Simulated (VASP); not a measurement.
Ta:

```
Ta
1.0
    -1.65493    1.65493    1.65493
     1.65493   -1.65493    1.65493
     1.65493    1.65493   -1.65493
Ta
1
Direct
  0.00000 0.00000 0.00000
```

Base run:

| Item | Value |
| --- | --- |
| Program | VASP 6.6.1 |
| Functional | r2SCAN |
| Potentials or basis | VASP PAW PBE potentials, release 64 (Ta_pv) |
| Cutoff | 520 eV |
| k mesh | 14 × 14 × 14 |
| Occupations | fermi-dirac, width 0.05 eV |
| Spin | no spin polarisation |

Its results: pressure -0.7 GPa.

**Question.** The run is repeated on the same cell with these changes: functional from r2SCAN to PBEsol. What comes out?

**Answer.** Pressure -5.0 GPa.

Caveats: the PAW data sets were made with another functional, which shifts forces and pressure a little.
